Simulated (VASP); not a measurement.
# Nb (Im-3m) in VASP: notebook

The runs below take Nb through single point, relaxation of cell and atoms, with PBE+D3(BJ).

Program: VASP 6.6.1. These are calculated values, not measurements. Logs are shortened: lines on timing, memory, paths and dates and some standing lists are left out, and cuts for length are marked.

**1. The cell of the first run**

It takes space group Im-3m (No. 229, cubic). Conventional cell: a = 3.266 Å, b = 3.266 Å, c = 3.266 Å, α = 90.00°, β = 90.00°, γ = 90.00°. Nb (site symmetry m-3m) has 14 Nb at 2.83 to 3.27 Å within 3.7 Å.

**2. Single point, PBE+D3(BJ)**

Input file INCAR:

```
SYSTEM = Nb
ALGO     = Normal         ! electronic algorithm
EDIFF    = 1E-6           ! SCF threshold, eV
ENCUT    = 520            ! plane-wave cutoff, eV
GGA      = PE             ! functional
ISIF     = 2              ! what is computed and relaxed
ISMEAR   = 0              ! smearing method
IVDW     = 12             ! dispersion correction
LASPH    = .True.         ! aspherical terms in the spheres
LCHARG   = .False.        ! write CHGCAR
LREAL    = .False.        ! projectors in reciprocal space
LWAVE    = .False.        ! write WAVECAR
NBANDS   = 12             ! bands
NELM     = 60             ! most SCF steps
PREC     = Accurate       ! precision mode
SIGMA    = 0.1            ! smearing width, eV
```

Input file KPOINTS:

```
k-points
0
Gamma
  18 18 18
  0 0 0
```

Input file POSCAR:

```
Nb
1.0
   -1.6332217917      1.6332217917      1.6332217917
    1.6332217917     -1.6332217917      1.6332217917
    1.6332217917      1.6332217917     -1.6332217917
Nb
1
Direct
    0.0000000000      0.0000000000      0.0000000000
```

Potentials or basis: VASP PAW PBE potentials, release 64 (Nb_sv).

On the command line:

```sh
$ cat potpaw_PBE.64/Nb_sv/POTCAR > POTCAR
$ mpirun -np 1 vasp_std > vasp.out
```

OUTCAR:

```text
SYSTEM = Nb
   EDIFF = 1E-6
   ENCUT = 520
   GGA = PE
   ISIF = 2
   ISMEAR = 0
   IVDW = 12
   LASPH = .True.
   LREAL = .False.
   NELM = 60
   PREC = Accurate
 IVDW          = 12

 ion  position               nearest neighbor table
   1  0.000  0.000  0.000-

  LATTYP: Found a body centered cubic cell.
 ALAT       =     3.2664435834

  Lattice vectors:

 A1 = (  -1.6332217917,   1.6332217917,   1.6332217917)
 A2 = (   1.6332217917,  -1.6332217917,   1.6332217917)
 A3 = (   1.6332217917,   1.6332217917,  -1.6332217917)

Analysis of symmetry for initial positions (statically):
=====================================================================
 Subroutine PRICEL returns:
 Original cell was already a primitive cell.

 Routine SETGRP: Setting up the symmetry group for a
 body centered cubic supercell.

 Subroutine GETGRP returns: Found 48 space group operations
[... 9 lines left out ...]

 Routine SETGRP: Setting up the symmetry group for a
 body centered cubic supercell.

 Subroutine GETGRP returns: Found 48 space group operations
[... 11 lines left out ...]
                                     Primitive cell

  volume of cell :      17.4259

  direct lattice vectors                    reciprocal lattice vectors
    -1.633221792  1.633221792  1.633221792     0.000000000  0.306143356  0.306143356
     1.633221792 -1.633221792  1.633221792     0.306143356  0.000000000  0.306143356
     1.633221792  1.633221792 -1.633221792     0.306143356  0.306143356  0.000000000

  length of vectors
     2.828823123  2.828823123  2.828823123     0.432952086  0.432952086  0.432952086

  position of ions in fractional coordinates (direct lattice)
     0.000000000  0.000000000  0.000000000

  ion indices of the primitive-cell ions
   primitive index   ion index
                 1           1

----------------------------------------------------------------------------------------

 KPOINTS: k-points

Automatic generation of k-mesh.
 Grid dimensions read from file:
 generate k-points for:   18   18   18

 Generating k-lattice:

  Cartesian coordinates                     Fractional coordinates (reciprocal lattice)
     0.000000000  0.017007964  0.017007964     0.055555556  0.000000000  0.000000000
     0.017007964  0.000000000  0.017007964     0.000000000  0.055555556  0.000000000
     0.017007964  0.017007964  0.000000000     0.000000000  0.000000000  0.055555556

  Length of vectors
     0.024052894  0.024052894  0.024052894

  Shift w.r.t. Gamma in fractional coordinates (k-lattice)
     0.000000000  0.000000000  0.000000000

 Subroutine IBZKPT returns following result:
 ===========================================

 Found    195 irreducible k-points:

 Following reciprocal coordinates:
            Coordinates               Weight
  0.000000  0.000000  0.000000      1.000000
  0.055556  0.000000  0.000000     12.000000
  0.111111  0.000000  0.000000     12.000000
  0.166667  0.000000  0.000000     12.000000
  0.222222  0.000000  0.000000     12.000000
  0.277778  0.000000  0.000000     12.000000
[... 16 lines left out ...]
  0.333333  0.111111  0.000000     48.000000
  0.388889  0.111111  0.000000     48.000000
 [... further k-points ...]
   k-points           NKPTS =    195   k-points in BZ     NKDIM =    195   number of bands    NBANDS=     12
   number of dos      NEDOS =    301   number of ions     NIONS =      1
   total plane-waves  NPLWV =  13824
   dimension x,y,z NGX =    24 NGY =   24 NGZ =   24
   dimension x,y,z NGXF=    48 NGYF=   48 NGZF=   48
   ions per type =               1
   NGX,Y,Z   is equivalent  to a cutoff of  14.10, 14.10, 14.10 a.u.
   NGXF,Y,Z  is equivalent  to a cutoff of  28.21, 28.21, 28.21 a.u.
 SYSTEM =  Nb
   PREC   = accura    normal or accurate (medium, high low for compatibility)
   ISTART =      0    job   : 0-new  1-cont  2-samecut
   ICHARG =      2    charge: 1-file 2-atom 10-const
   ISPIN  =      1    spin polarized calculation?
   LNONCOLLINEAR =      F non collinear calculations
   LSORBIT =      F    spin-orbit coupling
   LASPH  =      T    aspherical Exc in radial PAW
   ENCUT  =  520.0 eV  38.22 Ry    6.18 a.u.   5.26  5.26  5.26*2*pi/ulx,y,z
   NELM   =     60;   NELMIN=  2; NELMDL= -5     # of ELM steps
   EDIFF  = 0.1E-05   stopping-criterion for ELM
   LREAL  =      F    real-space projection
   EDIFFG = 0.1E-04   stopping-criterion for IOM
   NSW    =      0    number of steps for IOM
   IBRION =     -1    ionic relax: 0-MD 1-quasi-New 2-CG
   NFREE  =      0    steps in history (QN), initial steepest desc. (CG)
   ISIF   =      2    stress and relaxation
   ISYM   =      2    0-nonsym 1-usesym 2-fastsym
   POTIM  = 0.5000    time-step for ionic-motion
   TEBEG  =    0.0;   TEEND  =   0.0 temperature during run
   PSTRESS=    0.0 pullay stress
   NELECT =      13.0000    total number of electrons
   NUPDOWN=      -1.0000    fix difference up-down
   EMIN   =  10.00;   EMAX   =-10.00  energy-range for DOS
   EFERMI =   0.00;   METHOD = LEGACY
   ISMEAR =     0;   SIGMA  =   0.10  broadening in eV -4-tet -1-fermi 0-gaus
   EFERMI_NEDOS =   21; number of points for ismear=-14 and -15
   IALGO  =     38    algorithm
   IMIX   =      4    mixing-type and parameters
     AMIX     =   0.40;   BMIX     =  1.00
     AMIX_MAG =   1.60;   BMIX_MAG =  1.00
  volume/ion in A,a.u.               =      17.43       117.60
  Fermi-wavevector in a.u.,A,eV,Ry     =   1.484764  2.805797 29.994375  2.204524
  Thomas-Fermi vector in A             =   2.598260
   LORBIT       =      0    0 simple, 1 ext, 2 COOP (PROOUT), +10 PAW based schemes
   GGA     = PE    functional components
   LHFCALC =     F    Hartree Fock is set to
   AEXX    =    0.0000 exact exchange contribution
   IVDW    =    12    specifies the selected vdW correction
   LEPSILON=     F    determine dielectric tensor
   LRPA    =     F    only Hartree local field effects (RPA)
 non-spin polarized calculation
 Gauss-broadening in eV      SIGMA  =   0.10
  energy-cutoff  :      520.00
  volume of cell :       17.43
 maximum number of plane-waves:       480
 NGX is ok and might be reduce to    24
   NGX = 11   NGY = 11   NGZ = 11

 number of electron      13.0000001 magnetization

 Free energy of the ion-electron system (eV)
  ---------------------------------------------------
  ext. energy  EPLUGINS =         0.00000000
  ---------------------------------------------------
  free energy    TOTEN  =       -10.20452752 eV

  energy without entropy =      -10.19670538  energy(sigma->0) =      -10.20061645

 E-fermi :  11.6364     XC(G=0): -12.6722

 val. band max:       11.6255925420   @ k =  -0.2222   0.3333   0.1111
 cond. band min:      11.6401423412   @ k =   0.3333   0.1667   0.1667
 fundamental gap:      0.0145497992
 Fermi energy:        11.6363620728

 k-point     1 :       0.0000    0.0000    0.0000
  band No.  band energies     occupation
      1     -42.6829      2.00000
      2     -17.9049      2.00000
      3     -17.9049      2.00000
      4     -17.9049      2.00000
      5       5.6431      2.00000
      6      12.0022      0.00000
      7      12.0022      0.00000
      8      12.0022      0.00000
      9      15.0229      0.00000
     10      15.0229      0.00000
     11      25.9575      0.00000
     12      25.9575      0.00000

 k-point     2 :       0.0556    0.0000    0.0000
  band No.  band energies     occupation
      1     -42.6746      2.00000
      2     -17.9541      2.00000
      3     -17.9197      2.00000
      4     -17.9053      2.00000
      5       5.7765      2.00000
      6      11.9188      0.00006
      7      11.9831      0.00000
      8      12.1297      0.00000
      9      14.8903      0.00000
     10      15.0224      0.00000
     11      26.0704      0.00000
     12      26.1878      0.00000

 k-point     3 :       0.1111    0.0000    0.0000
  band No.  band energies     occupation
      1     -42.6508      2.00000
      2     -18.0943      2.00000
      3     -17.9621      2.00000
      4     -17.9066      2.00000
      5       6.1575      2.00000
      6      11.6886      0.45974
      7      11.9020      0.00017
      8      12.5074      0.00000
      9      14.6087      0.00000
     10      15.0280      0.00000
     11      26.3516      0.00000
     12      26.8555      0.00000

 k-point     4 :       0.1667    0.0000    0.0000
  band No.  band energies     occupation
      1     -42.6142      2.00000
      2     -18.3047      2.00000
      3     -18.0265      2.00000
      4     -17.9087      2.00000
      5       6.7240      2.00000
      6      11.3612      1.99990
      7      11.7288      0.19132
      8      13.1205      0.00000
      9      14.4082      0.00000
     10      15.0567      0.00000
     11      26.5979      0.00000
     12      27.9074      0.00000

 k-point     5 :       0.2222    0.0000    0.0000
  band No.  band energies     occupation
      1     -42.5688      2.00000
      2     -18.5559      2.00000
      3     -18.1043      2.00000
      4     -17.9112      2.00000
      5       7.3494      2.00000
      6      10.9936      2.00000
      7      11.5513      1.77086
      8      13.9434      0.00000
      9      14.4154      0.00000
     10      15.1264      0.00000
     11      26.4633      0.00000
     12      28.2102      0.00000

 k-point     6 :       0.2778    0.0000    0.0000
  band No.  band energies     occupation
      1     -42.5202      2.00000
      2     -18.8158      2.00000
      3     -18.1860      2.00000
      4     -17.9139      2.00000
      5       7.8248      2.00000
      6      10.6358      2.00000
      7      11.6217      1.16377
      8      14.5927      0.00000
      9      14.9347      0.00000
     10      15.2462      0.00000
     11      25.8161      0.00000
     12      27.5807      0.00000

 k-point     7 :       0.3333    0.0000    0.0000
  band No.  band energies     occupation
      1     -42.4740      2.00000
      2     -19.0537      2.00000
      3     -18.2617      2.00000
      4     -17.9166      2.00000
      5       7.9883      2.00000
      6      10.3252      2.00000
      7      12.1287      0.00000
      8      14.8389      0.00000
      9      15.4089      0.00000
     10      16.0267      0.00000
     11      24.9394      0.00000
     12      26.4763      0.00000

 k-point     8 :       0.3889    0.0000    0.0000
  band No.  band energies     occupation
      1     -42.4360      2.00000
      2     -19.2434      2.00000
      3     -18.3227      2.00000
      4     -17.9187      2.00000
      5       7.9296      2.00000
      6      10.0874      2.00000
      7      12.9360      0.00000
      8      15.0448      0.00000
      9      15.5863      0.00000
     10      17.1022      0.00000
     11      24.1316      0.00000
     12      25.3558      0.00000
[... 166 lines left out ...]
 k-point    20 :       0.1667    0.1111    0.0000
  band No.  band energies     occupation
      1     -42.5511      2.00000
      2     -18.6272      2.00000
      3     -18.1089      2.00000
      4     -17.9657      2.00000
      5       7.6721      2.00000
      6      10.9936      2.00000
      7      11.1826      2.00000
      8      14.1101      0.00000
      9      14.4823      0.00000
     10      15.4169      0.00000
     11      27.0391      0.00000
     12      27.8134      0.00000

 k-point    21 :       0.2222    0.1111    0.0000
  band No.  band energies     occupation
      1     -42.5052      2.00000
      2     -18.8486      2.00000
      3     -18.2039      2.00000
      4     -17.9735      2.00000
      5       8.1753      2.00000
      6      10.6456      2.00000
      7      11.1893      2.00000
      8      14.2495      0.00000
      9      15.4836      0.00000
     10      15.6222      0.00000
     11      26.1829      0.00000
     12      27.5259      0.00000

 k-point    22 :       0.2778    0.1111    0.0000
  band No.  band energies     occupation
      1     -42.4618      2.00000
      2     -19.0503      2.00000
      3     -18.2957      2.00000
      4     -17.9789      2.00000
      5       8.3609      2.00000
      6      10.3641      2.00000
      7      11.5833      1.54711
      8      14.5177      0.00000
      9      15.7009      0.00000
     10      16.6842      0.00000
     11      25.2497      0.00000
     12      26.5775      0.00000

 k-point    23 :       0.3333    0.1111    0.0000
  band No.  band energies     occupation
      1     -42.4261      2.00000
      2     -19.2110      2.00000
      3     -18.3710      2.00000
      4     -17.9828      2.00000
      5       8.2999      2.00000
      6      10.1583      2.00000
      7      12.2472      0.00000
      8      14.7950      0.00000
      9      15.8524      0.00000
     10      17.7906      0.00000
     11      24.4830      0.00000
     12      25.4075      0.00000

 k-point    24 :       0.3889    0.1111    0.0000
  band No.  band energies     occupation
      1     -42.4026      2.00000
      2     -19.3144      2.00000
      3     -18.4200      2.00000
      4     -17.9852      2.00000
      5       8.1920      2.00000
      6      10.0320      2.00000
      7      12.8585      0.00000
      8      14.9198      0.00000
      9      16.0615      0.00000
     10      18.6603      0.00000
     11      23.9285      0.00000
     12      24.4959      0.00000

 [... further k-points ...]

------------------------ aborting loop because EDIFF is reached ----------------------------------------

 Edisp (eV)   -0.76163

 E8    (eV) :    -0.3701

  FORCE on cell =-STRESS in cart. coord.  units (eV):
  Direction    XX          YY          ZZ          XY          YZ          ZX
  --------------------------------------------------------------------------------------
  -------------------------------------------------------------------------------------
  Total      -0.03163    -0.03163    -0.03163     0.00000     0.00000    -0.00000
  in kB      -2.90774    -2.90774    -2.90774     0.00000     0.00000    -0.00000
  external pressure =       -2.91 kB  Pullay stress =        0.00 kB

 VOLUME and BASIS-vectors are now :
 -----------------------------------------------------------------------------
  energy-cutoff  :      520.00
  volume of cell :       17.43
      direct lattice vectors                 reciprocal lattice vectors
    -1.633221792  1.633221792  1.633221792     0.000000000  0.306143356  0.306143356
     1.633221792 -1.633221792  1.633221792     0.306143356  0.000000000  0.306143356
     1.633221792  1.633221792 -1.633221792     0.306143356  0.306143356  0.000000000

 POSITION                                       TOTAL-FORCE (eV/Angst)
 -----------------------------------------------------------------------------------
      0.00000      0.00000      0.00000        -0.000000     -0.000000      0.000000
 -----------------------------------------------------------------------------------
    total drift:                               -0.000000     -0.000000      0.000000

  FREE ENERGIE OF THE ION-ELECTRON SYSTEM (eV)
  ---------------------------------------------------
  free  energy   TOTEN  =       -10.9661535453 eV

  energy  without entropy=      -10.9583314042  energy(sigma->0) =      -10.96224247
```

It used 55 s of CPU time on 1 thread of AMD EPYC 7R13 Processor (Zen 3), with other jobs on the host.

Results:

| Quantity | Value |
| --- | --- |
| Free energy | -10.9662 eV |
| Pressure | -0.3 GPa |
| Dispersion energy per atom | -0.762 eV |

Levels at points of the mesh, in eV from the Fermi level:
| k point | band 2 | band 3 | band 4 | band 5 | band 6 | band 7 | band 8 | band 9 | band 10 | band 11 |
| --- | --- | --- | --- | --- | --- | --- | --- | --- | --- | --- |
| (0.00, 0.00, 0.00) | -29.54 | -29.54 | -29.54 | -5.99 | 0.37 | 0.37 | 0.37 | 3.39 | 3.39 | 14.32 |
| (0.50, 0.00, 0.00) | -31.04 | -30.01 | -29.56 | -3.85 | -1.75 | 2.46 | 3.44 | 4.15 | 6.66 | 11.74 |
| (0.50, 0.50, 0.50) | -30.56 | -30.56 | -30.56 | -3.91 | -3.91 | 5.84 | 5.84 | 5.84 | 9.37 | 9.37 |

Caveat: pairwise dispersion overbinds metals, which lowers pressure and volume.

**3. Relaxation of cell and atoms, PBE+D3(BJ)**

This run uses another cell than the first one, of 18.15 Å³/atom, 1.042 times its volume.

Input file INCAR:

```
SYSTEM = Nb
PREC = Accurate
ENCUT = 600
EDIFF = 1E-6
ISMEAR = 0
SIGMA = 0.1
LREAL = .FALSE.
LASPH = .TRUE.
NELM = 80
ALGO = Fast
ISIF = 3
LWAVE = .FALSE.
LCHARG = .FALSE.
GGA = PE
IVDW = 12
IBRION = 2
NSW = 70
EDIFFG = -0.005
```

Input file KPOINTS:

```
regular mesh
0
G
  18 18 18
  0 0 0
```

Input file POSCAR:

```
Nb
1.0
   -1.6555580006      1.6555580006      1.6555580006
    1.6555580006     -1.6555580006      1.6555580006
    1.6555580006      1.6555580006     -1.6555580006
Nb
1
Direct
    0.0000000000      0.0000000000      0.0000000000
```

Potentials or basis: VASP PAW PBE potentials, release 64 (Nb_sv).

On the command line:

```sh
$ cat potpaw_PBE.64/Nb_sv/POTCAR > POTCAR
$ mpirun -np 1 vasp_std > vasp.out
```

It used 800 s of CPU time on 1 thread of AMD EPYC 7R13 Processor (Zen 3), with other jobs on the host.

Results (log left out):

```
Free energy                            : -10.9666 eV
Relaxed volume                         : 17.40 Å³/atom
Relaxed cell                           : a = 2.828 Å, b = 2.828 Å, c = 2.828 Å, α = 109.47°, β = 109.47°, γ = 109.47°
Space group after relaxing (to 0.05 Å) : Im-3m (No. 229)
Energy gained by relaxing              : 17.0 meV/atom
Ionic steps                            : 8
Pressure after relaxing                : 0.0 GPa
Dispersion energy per atom             : -0.763 eV
```

Step by step:
```
step  energy change (eV)  largest force (eV/Å)  pressure (GPa)  volume (Å³)
   1              0.0000                0.0000           -7.02        18.15
   2              0.0401                0.0000           15.34        16.14
   3             -0.0170                0.0000           -0.22        17.42
   4             -0.0170                0.0000           -0.07        17.40
   5             -0.0170                0.0000            0.17        17.38
   6             -0.0170                0.0000           -0.11        17.42
   7             -0.0170                0.0000            0.05        17.40
   8             -0.0170                0.0000           -0.01        17.40
```

Final structure:
```
Nb
1.0
    -1.63256    1.63256    1.63256
     1.63256   -1.63256    1.63256
     1.63256    1.63256   -1.63256
Nb
1
Cartesian
  1.6326 1.6326 1.6326
```

Levels at points of the mesh, in eV from the Fermi level:
```csv
k point,band 3,band 4,band 5,band 6,band 7,band 8,band 9,band 10
"(0.00, 0.00, 0.00)",-29.54,-29.54,-6.00,0.37,0.37,0.37,3.39,3.39
"(0.50, 0.00, 0.00)",-30.01,-29.55,-3.86,-1.75,2.47,3.44,4.15,6.67
"(0.50, 0.50, 0.50)",-30.56,-30.56,-3.91,-3.91,5.85,5.85,5.85,9.39
```

Caveat: pairwise dispersion overbinds metals, which lowers pressure and volume.
